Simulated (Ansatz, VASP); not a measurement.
# Two plane-wave programs on Hf4N

```
Hf N
1.0
     0.00000    4.04851    4.91241
     2.73447    0.00000    4.91241
     2.73447    4.04851    0.00000
Hf N
4 1
Direct
  0.00000 0.50000 0.00000
  0.50000 0.00000 0.50000
  0.22358 0.77642 0.22358
  0.77642 0.22358 0.77642
  0.00000 0.00000 0.00000
```

Alike in both runs: task single point; functional PBE; k mesh 4 × 4 × 4; occupations gaussian, width 0.1 eV; no spin polarisation.

|  | VASP | Ansatz |
| --- | --- | --- |
| version | VASP 6.6.1 | Ansatz 0.2.0 |
| potentials or method | VASP PAW PBE potentials, release 64 (Hf_pv, N), cutoff 520 eV | scalar-relativistic, plane waves, PAW |
| valence electrons in the cell | 45 | 109 |

|  | VASP | Ansatz | Ansatz less VASP |
| --- | --- | --- | --- |
| gap on the k mesh at the Fermi level (eV) | none | none | - |
| pressure (GPa) | 6.5 | 6.7 | +0.21 |
| traceless stress, the component that is largest in VASP (GPa) | -17.81 | -17.71 | +0.099 |
| rms of the force components (eV/Å) | 2.243 | 2.234 | -0.0089 |

Atom by atom the forces differ by 0.009 eV/Å (rms over components). A gap of «none» marks a metal or a gap that the smearing closes. VASP's potentials hold 45 valence electrons a cell and Ansatz's 109, so a difference there can come from the potentials and not from the codes.

The k mesh is coarse, so the values compare programs but aren't converged. Neither program's run includes spin-orbit coupling.
